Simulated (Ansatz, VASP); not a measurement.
## One calculation of InO5, two programs

```
In O
1.0
     0.00000    3.36936    3.36936
     3.36936    0.00000    3.36936
     3.36936    3.36936    0.00000
In O
1 5
Direct
  0.50000 0.50000 0.50000
  0.36678 0.36678 0.36678
  0.36678 0.36678 0.89965
  0.36678 0.89965 0.36678
  0.89965 0.36678 0.36678
  0.00000 0.00000 0.00000
```

Alike in both runs: task relaxation of cell and atoms; functional PBE; k mesh 4 × 4 × 4; occupations gaussian, width 0.1 eV; collinear spin.

```csv
,VASP,Ansatz
version,VASP 6.6.1,Ansatz 0.2.0
potentials or method,"VASP PAW PBE potentials, release 64 (In_d, O), cutoff 600 eV","scalar-relativistic, plane waves, PAW"
valence electrons in the cell,43,43
```

Ansatz gave:

```
gap on the k mesh at the Fermi level, each at its own relaxed structure (eV) : none
net moment per atom (μB)                                                     : 1.17
size of the moment on the site where the two differ most (μB)                : 1.87
relaxed volume (Å³/atom)                                                     : 19.82
relaxed length of the cell vector where the two differ most in proportion (Å)              : 5.520
```

Question: Which values does VASP return?

Answer: gap on the k mesh at the Fermi level, each at its own relaxed structure (eV): none; net moment per atom (μB): 0.50; size of the moment on the site where the two differ most (μB): 1.45; relaxed volume (Å³/atom): 19.46; relaxed length of the cell vector where the two differ most in proportion (Å): 5.486.

The net moments are unlike, so the other rows may belong to different states. Site moments also hang on the region over which each program counts them. A gap of «none» marks a metal or a gap that the smearing closes.

The k mesh is coarse, so the values compare programs but aren't converged. Noted on VASP's run: the volume moved by over 15 % at a fixed basis, so the end points are rough.
